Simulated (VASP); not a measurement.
Wanted: the native input for a VASP 6.6.1 run.

* Task: relaxation of cell and atoms
* Functional: PBEsol
* Potentials or basis: VASP PAW PBE potentials, release 64 (S, Be)
* Cutoff: 600 eV
* k mesh: 9 × 9 × 9
* Occupations: fermi-dirac, width 0.05 eV
* Spin: no spin polarisation
* Dipole correction: no
* Further INCAR settings: ALGO = Normal; EDIFF = 1e-06; IBRION = 2; EDIFFG = -0.005; NSW = 80; ISIF = 3

The structure of BeS lies in POSCAR:

```
BeS
1.0
    0.0000000000      2.4250000000      2.4250000000
    2.4250000000      0.0000000000      2.4250000000
    2.4250000000      2.4250000000      0.0000000000
S Be
1 1
Direct
    0.7500000000      0.7500000000      0.7500000000
    0.0000000000      0.0000000000      0.0000000000
```

These files were run (other wordings do the same):

INCAR

```
SYSTEM = BeS
ALGO     = Normal         ! electronic algorithm
EDIFF    = 1E-6           ! SCF threshold, eV
EDIFFG   = -0.005         ! ionic threshold
ENCUT    = 600            ! plane-wave cutoff, eV
GGA      = PS             ! functional
IBRION   = 2              ! ionic algorithm
ISIF     = 3              ! what is computed and relaxed
ISMEAR   = -1             ! smearing method
LASPH    = .True.         ! aspherical terms in the spheres
LCHARG   = .False.        ! write CHGCAR
LREAL    = .False.        ! projectors in reciprocal space
LWAVE    = .False.        ! write WAVECAR
NELM     = 60             ! most SCF steps
NSW      = 80             ! ionic steps
PREC     = Accurate       ! precision mode
SIGMA    = 0.05           ! smearing width, eV
```

KPOINTS

```
k-points
0
Gamma
  9 9 9
  0 0 0
```

Potentials or basis: VASP PAW PBE potentials, release 64 (S, Be).

The run is started by

```console
$ cat potpaw_PBE.64/S/POTCAR potpaw_PBE.64/Be/POTCAR > POTCAR
$ mpirun -np 1 vasp_std > vasp.out
```

It gave:

The relaxed volume is 14.18 Å³/atom, the relaxed cell is a = 3.423 Å, b = 3.423 Å, c = 3.423 Å, α = 60.00°, β = 60.00°, γ = 60.00° and the space group after relaxing (to 0.05 Å) is F-43m (No. 216). The energy gained by relaxing is 0.1 meV/atom, the ionic steps are 3 and the pressure after relaxing is 0.0 GPa. The band gap on the k mesh is 3.01 eV, indirect (least direct gap 5.61 eV).

Caveat: the PAW data sets were made with another functional, which shifts forces and pressure a little.

It took 11 s on 1 thread of Intel(R) Xeon(R) Platinum 8488C (Sapphire Rapids) (shared host), peak memory 0.15 GiB.
